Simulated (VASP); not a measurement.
Input of a VASP 6.6.1 run:

File INCAR:

```
  PREC = Accurate
  ENCUT = 520
  EDIFF = 1E-6
  ISMEAR = 0
  SIGMA = 0.1
  LREAL = F
  LASPH = T
  NELM = 80
  ALGO = Normal
  ISIF = 2
  LWAVE = F
  LCHARG = F
  GGA = PE
  NBANDS = 48
```

File KPOINTS:

```
regular mesh
0
Gamma
  3 3 3
```

The input POSCAR:

```
Se
1.0
    3.8753751183      2.2374488678      6.5068152747
   -3.8753751183      2.2374488678      6.5068152747
    0.0000000000     -4.4748977355      6.5068152748
Se
12
Direct
    0.0613525678      0.5519872053      0.0613525678
    0.0613525678      0.0613525678      0.5519872053
    0.5519872053      0.0613525678      0.0613525678
    0.9386474322      0.4480127947      0.9386474322
    0.4480127947      0.9386474322      0.9386474322
    0.9386474322      0.9386474322      0.4480127947
    0.2851527748      0.6090039770      0.2851527748
    0.2851527748      0.2851527748      0.6090039770
    0.6090039770      0.2851527748      0.2851527748
    0.7148472252      0.3909960230      0.7148472252
    0.3909960230      0.7148472252      0.7148472252
    0.7148472252      0.7148472252      0.3909960230
```

Potentials or basis: VASP PAW PBE potentials, release 64 (Se).

The run is started by

```sh
$ cat potpaw_PBE.64/Se/POTCAR > POTCAR
$ mpirun -np 1 vasp_std > vasp.out
```

Task: Estimate the band gap on the k mesh.

Result: Zero (bands 36 and 37 overlap by 0.08 eV).

Task: Predict the pressure.

Result: 0.1 GPa.

Stress tensor (GPa, compression positive):
```
-0.07  0.00  0.00
 0.00 -0.07  0.00
 0.00  0.00  0.44
```
